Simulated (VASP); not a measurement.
Set up this calculation in VASP 6.6.1, as the native input.

```
Task                   : relaxation of cell and atoms
Functional             : LDA
Potentials or basis    : VASP PAW LDA potentials, release 64 (Pt)
Cutoff                 : 600 eV
k mesh                 : 18 × 18 × 18
Occupations            : gaussian, width 0.1 eV
Spin                   : no spin polarisation
Dipole correction      : no
Further INCAR settings : ALGO = Normal; EDIFF = 1e-06; IBRION = 2; EDIFFG = -0.002; NSW = 100; ISIF = 3
```

The structure of Pt lies in POSCAR:

```
Pt
1.0
    0.0000000000      1.9456504812      1.9456504812
    1.9456504812      0.0000000000      1.9456504812
    1.9456504812      1.9456504812      0.0000000000
Pt
1
Direct
    0.0000000000      0.0000000000      0.0000000000
```

One way to write it, as run:

INCAR

```
PREC = Accurate
ENCUT = 600
EDIFF = 1E-6
ISMEAR = 0
SIGMA = 0.1
LREAL = False
LASPH = True
NELM = 80
ALGO = Normal
ISIF = 3
LWAVE = False
LCHARG = False
GGA = CA
IBRION = 2
NSW = 100
EDIFFG = -0.002
```

KPOINTS

```
Automatic mesh
0
Gamma
  18 18 18
```

Potentials or basis: VASP PAW LDA potentials, release 64 (Pt).

The run is started by

```bash
$ cat potpaw_LDA.64/Pt/POTCAR > POTCAR
$ mpirun -np 1 vasp_std > vasp.out
```

Results of the run:

- Relaxed volume: 14.80 Å³/atom
- Relaxed cell: a = 2.756 Å, b = 2.756 Å, c = 2.756 Å, α = 60.00°, β = 60.00°, γ = 60.00°
- Space group after relaxing (to 0.1 Å): Fm-3m (No. 225)
- Energy gained by relaxing: 0.3 meV/atom
- Ionic steps: 3
- Pressure after relaxing: 0.0 GPa
- Band gap on the k mesh: zero (bands 5 and 6 overlap by 2.30 eV)

Caveat: spin-orbit coupling is left out, which moves the levels of the heavy elements.

Wall time 47 s on 1 thread of Intel Xeon 8259CL, on a shared host, peak memory 0.17 GiB.
